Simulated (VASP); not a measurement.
# GeCN2 (R-3m) in VASP: further runs

Runs on GeCN2. Level: LDA. Tasks: single point.

Everything below comes from runs of VASP 6.6.1. Logs are shortened: lines on timing, memory, paths and dates and some standing lists are left out, and cuts for length are marked.

## (1) The cell of the first run

The structure is trigonal, space group R-3m (No. 166). Conventional cell: a = 3.564 Å, b = 3.564 Å, c = 14.667 Å, α = 90.00°, β = 90.00°, γ = 120.00°. Within 3.2 Å of Ge (site symmetry -3m) lie 6 N at 2.39 Å and 6 C at 3.20 Å. N (site symmetry 3m) has 1 C at 1.23 Å within 1.6 Å. Within 1.6 Å of C (site symmetry -3m) lie 2 N at 1.23 Å.

## (2) Single point, LDA (volume scaled by 0.98)

Input file INCAR:

```
ALGO = Normal
EDIFF = 1E-6
ENCUT = 520
ISIF = 2
ISMEAR = -1
LASPH = T
LCHARG = F
LREAL = F
LWAVE = F
NBANDS = 22
NELM = 100
PREC = Accurate
SIGMA = 0.05
```

Input file KPOINTS:

```
k-points
0
Gamma
  9 9 9
```

Input file POSCAR:

```
GeCN2
1.0
    1.7817511454      1.0286945034      4.8889229472
   -1.7817511454      1.0286945034      4.8889229472
    0.0000000000     -2.0573890068      4.8889229472
Ge N C
1 2 1
Direct
    0.0000000000      0.0000000000      0.0000000000
    0.5839044000      0.5839044000      0.5839044000
    0.4160956000      0.4160956000      0.4160956000
    0.5000000000      0.5000000000      0.5000000000
```

Potentials or basis: VASP PAW LDA potentials, release 64 (Ge_d, N, C).

The run is started by

```sh
$ cat potpaw_LDA.64/Ge_d/POTCAR potpaw_LDA.64/N/POTCAR potpaw_LDA.64/C/POTCAR > POTCAR
$ mpirun -np 1 vasp_std > vasp.out
```

OUTCAR:

```text
EDIFF = 1E-6
   ENCUT = 520
   ISIF = 2
   ISMEAR = -1
   LASPH = T
   LREAL = F
   NELM = 100
   PREC = Accurate

 ion  position               nearest neighbor table
   1  0.000  0.000  0.000-
   2  0.584  0.584  0.584-   4 1.23
   3  0.416  0.416  0.416-   4 1.23
   4  0.500  0.500  0.500-   2 1.23   3 1.23

  LATTYP: Found a trigonal (rhomboedric) cell.
 ALAT       =     5.3041886382
 COS(alpha) =     0.7743235887

  Lattice vectors:

 A1 = (   1.7817511454,   1.0286945034,   4.8889229472)
 A2 = (  -1.7817511454,   1.0286945034,   4.8889229472)
 A3 = (   0.0000000000,  -2.0573890068,   4.8889229472)

Analysis of symmetry for initial positions (statically):
=====================================================================
 Subroutine PRICEL returns:
 Original cell was already a primitive cell.

 Routine SETGRP: Setting up the symmetry group for a
 trigonal (rhombohedral) supercell.

 Subroutine GETGRP returns: Found 12 space group operations
 (whereof 12 operations were pure point group operations)
 out of a pool of 12 trial point group operations.

The static configuration has the point symmetry D_3d.

Analysis of symmetry for dynamics (positions and initial velocities):
=====================================================================
 Subroutine PRICEL returns:
 Original cell was already a primitive cell.

 Routine SETGRP: Setting up the symmetry group for a
 trigonal (rhombohedral) supercell.

 Subroutine GETGRP returns: Found 12 space group operations
 (whereof 12 operations were pure point group operations)
 out of a pool of 12 trial point group operations.

The dynamic configuration has the point symmetry D_3d.

 Subroutine INISYM returns: Found 12 space group operations
 (whereof 12 operations are pure point group operations),
 and found     1 'primitive' translations

----------------------------------------------------------------------------------------

                                     Primitive cell

  volume of cell :      53.7648

  direct lattice vectors                    reciprocal lattice vectors
     1.781751145  1.028694503  4.888922947     0.280622803  0.162017651  0.068181343
    -1.781751145  1.028694503  4.888922947    -0.280622803  0.162017651  0.068181343
     0.000000000 -2.057389007  4.888922947     0.000000000 -0.324035301  0.068181343

  length of vectors
     5.304188638  5.304188638  5.304188638     0.331130748  0.331130748  0.331130748

  position of ions in fractional coordinates (direct lattice)
     0.000000000  0.000000000  0.000000000
     0.583904400  0.583904400  0.583904400
     0.416095600  0.416095600  0.416095600
     0.500000000  0.500000000  0.500000000

  ion indices of the primitive-cell ions
   primitive index   ion index
                 1           1
                 2           2
                 3           3
                 4           4

----------------------------------------------------------------------------------------

 KPOINTS: k-points

Automatic generation of k-mesh.
 Grid dimensions read from file:
 generate k-points for:    9    9    9

 Generating k-lattice:

  Cartesian coordinates                     Fractional coordinates (reciprocal lattice)
     0.031180311  0.018001961  0.007575705     0.111111111  0.000000000 -0.000000000
    -0.031180311  0.018001961  0.007575705     0.000000000  0.111111111 -0.000000000
     0.000000000 -0.036003922  0.007575705    -0.000000000 -0.000000000  0.111111111

  Length of vectors
     0.036792305  0.036792305  0.036792305

  Shift w.r.t. Gamma in fractional coordinates (k-lattice)
     0.000000000  0.000000000  0.000000000

 Subroutine IBZKPT returns following result:
 ===========================================

 Found     85 irreducible k-points:

 Following reciprocal coordinates:
            Coordinates               Weight
  0.000000  0.000000  0.000000      1.000000
  0.111111  0.000000  0.000000      6.000000
  0.222222  0.000000  0.000000      6.000000
  0.333333  0.000000 -0.000000      6.000000
  0.444444  0.000000  0.000000      6.000000
  0.111111  0.111111  0.000000      6.000000
[... 16 lines left out ...]
 -0.333333  0.333333  0.000000      6.000000
  0.444444  0.444444  0.000000      6.000000
 [... further k-points ...]
   k-points           NKPTS =     85   k-points in BZ     NKDIM =     85   number of bands    NBANDS=     22
   number of dos      NEDOS =    301   number of ions     NIONS =      4
   total plane-waves  NPLWV =  64000
   dimension x,y,z NGX =    40 NGY =   40 NGZ =   40
   dimension x,y,z NGXF=    80 NGYF=   80 NGZF=   80
   ions per type =               1   2   1
   NGX,Y,Z   is equivalent  to a cutoff of  12.54, 12.54, 12.54 a.u.
   NGXF,Y,Z  is equivalent  to a cutoff of  25.07, 25.07, 25.07 a.u.
 SYSTEM =  unknown system
   PREC   = accura    normal or accurate (medium, high low for compatibility)
   ISTART =      0    job   : 0-new  1-cont  2-samecut
   ICHARG =      2    charge: 1-file 2-atom 10-const
   ISPIN  =      1    spin polarized calculation?
   LNONCOLLINEAR =      F non collinear calculations
   LSORBIT =      F    spin-orbit coupling
   LASPH  =      T    aspherical Exc in radial PAW
   ENCUT  =  520.0 eV  38.22 Ry    6.18 a.u.   9.86  9.86  9.86*2*pi/ulx,y,z
   NELM   =    100;   NELMIN=  2; NELMDL= -5     # of ELM steps
   EDIFF  = 0.1E-05   stopping-criterion for ELM
   LREAL  =      F    real-space projection
   EDIFFG = 0.1E-04   stopping-criterion for IOM
   NSW    =      0    number of steps for IOM
   IBRION =     -1    ionic relax: 0-MD 1-quasi-New 2-CG
   NFREE  =      0    steps in history (QN), initial steepest desc. (CG)
   ISIF   =      2    stress and relaxation
   ISYM   =      2    0-nonsym 1-usesym 2-fastsym
   POTIM  = 0.5000    time-step for ionic-motion
   TEBEG  =    0.0;   TEEND  =   0.0 temperature during run
   PSTRESS=    0.0 pullay stress
   NELECT =      28.0000    total number of electrons
   NUPDOWN=      -1.0000    fix difference up-down
   EMIN   =  10.00;   EMAX   =-10.00  energy-range for DOS
   EFERMI =   0.00;   METHOD = LEGACY
   ISMEAR =    -1;   SIGMA  =   0.05  broadening in eV -4-tet -1-fermi 0-gaus
   EFERMI_NEDOS =   21; number of points for ismear=-14 and -15
   IALGO  =     38    algorithm
   IMIX   =      4    mixing-type and parameters
     AMIX     =   0.40;   BMIX     =  1.00
     AMIX_MAG =   1.60;   BMIX_MAG =  1.00
  volume/ion in A,a.u.               =      13.44        90.71
  Fermi-wavevector in a.u.,A,eV,Ry     =   1.317129  2.489012 23.603767  1.734828
  Thomas-Fermi vector in A             =   2.447192
   LORBIT       =      0    0 simple, 1 ext, 2 COOP (PROOUT), +10 PAW based schemes
   GGA     = CA    functional components
   LHFCALC =     F    Hartree Fock is set to
   AEXX    =    0.0000 exact exchange contribution
   IVDW    =     0    specifies the selected vdW correction
   LEPSILON=     F    determine dielectric tensor
   LRPA    =     F    only Hartree local field effects (RPA)
 non-spin polarized calculation
  energy-cutoff  :      520.00
  volume of cell :       53.76
 maximum number of plane-waves:      1470
   NGX = 19   NGY = 19   NGZ = 19

 number of electron      28.0000008 magnetization

 Free energy of the ion-electron system (eV)
  ---------------------------------------------------
  ext. energy  EPLUGINS =         0.00000000
  ---------------------------------------------------
  free energy    TOTEN  =       -32.19982324 eV

  energy without entropy =      -32.19982148  energy(sigma->0) =      -32.19982236

 E-fermi :   3.9462     XC(G=0): -10.2781

 val. band max:        3.4443942343   @ k =  -0.4444  -0.4444   0.2222
 cond. band min:       4.3520057334   @ k =   0.4444   0.4444   0.4444
 fundamental gap:      0.9076114990
 Fermi energy:         3.9462270456

 k-point     1 :       0.0000    0.0000    0.0000
  band No.  band energies     occupation
      1     -21.2971      2.00000
      2     -21.2932      2.00000
      3     -21.2932      2.00000
      4     -21.2834      2.00000
      5     -21.2834      2.00000
      6     -15.7392      2.00000
[... 14 lines left out ...]
     21      13.5489      0.00000
     22      14.0401      0.00000

 k-point     2 :       0.1111    0.0000    0.0000
  band No.  band energies     occupation
      1     -21.2963      2.00000
      2     -21.2939      2.00000
      3     -21.2912      2.00000
      4     -21.2849      2.00000
      5     -21.2837      2.00000
      6     -15.6966      2.00000
[... 14 lines left out ...]
     21      12.6711      0.00000
     22      13.9785      0.00000

 k-point     3 :       0.2222    0.0000    0.0000
  band No.  band energies     occupation
      1     -21.2992      2.00000
      2     -21.2916      2.00000
      3     -21.2874      2.00000
      4     -21.2867      2.00000
      5     -21.2836      2.00000
      6     -15.5855      2.00000
[... 14 lines left out ...]
     21      11.5003      0.00000
     22      14.7186      0.00000

 k-point     4 :       0.3333    0.0000   -0.0000
  band No.  band energies     occupation
      1     -21.3044      2.00000
      2     -21.2922      2.00000
      3     -21.2862      2.00000
      4     -21.2853      2.00000
      5     -21.2788      2.00000
      6     -15.4538      2.00000
[... 14 lines left out ...]
     21      11.7388      0.00000
     22      15.1275      0.00000

 k-point     5 :       0.4444    0.0000    0.0000
  band No.  band energies     occupation
      1     -21.3081      2.00000
      2     -21.2936      2.00000
      3     -21.2867      2.00000
      4     -21.2825      2.00000
      5     -21.2749      2.00000
      6     -15.3644      2.00000
[... 417 lines left out ...]
 k-point    22 :      -0.4444    0.3333   -0.0000
  band No.  band energies     occupation
      1     -21.3023      2.00000
      2     -21.2915      2.00000
      3     -21.2894      2.00000
      4     -21.2844      2.00000
      5     -21.2788      2.00000
      6     -15.2845      2.00000
[... 14 lines left out ...]
     21      13.6804      0.00000
     22      14.4946      0.00000

 k-point    23 :      -0.3333    0.3333    0.0000
  band No.  band energies     occupation
      1     -21.2972      2.00000
      2     -21.2963      2.00000
      3     -21.2852      2.00000
      4     -21.2836      2.00000
      5     -21.2836      2.00000
      6     -15.2794      2.00000
[... 14 lines left out ...]
     21      13.3456      0.00000
     22      14.2227      0.00000

 k-point    24 :       0.4444    0.4444    0.0000
  band No.  band energies     occupation
      1     -21.3091      2.00000
      2     -21.2940      2.00000
      3     -21.2865      2.00000
      4     -21.2824      2.00000
      5     -21.2749      2.00000
      6     -15.3021      2.00000
[... 14 lines left out ...]
     21      12.5940      0.00000
     22      15.3704      0.00000

 [... further k-points ...]

------------------------ aborting loop because EDIFF is reached ----------------------------------------

  FORCE on cell =-STRESS in cart. coord.  units (eV):
  Direction    XX          YY          ZZ          XY          YZ          ZX
  --------------------------------------------------------------------------------------
  -------------------------------------------------------------------------------------
  Total       -1.6004493     -1.6004493     -0.7000864      0.0000000     -0.0000000      0.0000000
  in kB      -47.6929962    -47.6929962    -20.8624025      0.0000000     -0.0000000      0.0000000
  external PRESSURE =     -38.7494649 kB  Pullay stress =       0.0000000 kB

 VOLUME and BASIS-vectors are now :
 -----------------------------------------------------------------------------
  energy-cutoff  :      520.00
  volume of cell :       53.76
      direct lattice vectors                 reciprocal lattice vectors
     1.781751145  1.028694503  4.888922947     0.280622803  0.162017651  0.068181343
    -1.781751145  1.028694503  4.888922947    -0.280622803  0.162017651  0.068181343
     0.000000000 -2.057389007  4.888922947     0.000000000 -0.324035301  0.068181343

 POSITION                                       TOTAL-FORCE (eV/Angst)
 -----------------------------------------------------------------------------------
      0.00000      0.00000      0.00000        -0.000000      0.000000      0.000000
      0.00000      0.00000      8.56399        -0.000000      0.000000      0.404236
      0.00000      0.00000      6.10278        -0.000000     -0.000000     -0.404236
      0.00000      0.00000      7.33338         0.000000      0.000000      0.000000
 -----------------------------------------------------------------------------------
    total drift:                               -0.000000      0.000000     -0.000000

  FREE ENERGIE OF THE ION-ELECTRON SYSTEM (eV)
  ---------------------------------------------------
  free  energy   TOTEN  =       -32.1998232384 eV

  energy  without entropy=      -32.1998214828  energy(sigma->0) =      -32.19982236
```

Wall time 2 min (1 thread of Intel Xeon Platinum 8559C (Emerald Rapids), shared host); peak memory 0.26 GiB.

What came out:

| Item | Value |
| --- | --- |
| Free energy | -32.1998 eV |
| Pressure | -3.9 GPa |
| Largest force | 0.404 eV/Å |
| Band gap on the k mesh | 0.91 eV, indirect (least direct gap 1.67 eV) |

Forces on the atoms (eV/Å):
```
Ge   0.000  0.000  0.000
N    0.000  0.000  0.404
N    0.000  0.000 -0.404
C    0.000  0.000  0.000
```

 A k mesh can miss the band edges.

(Part 1 of 2 ends here.)
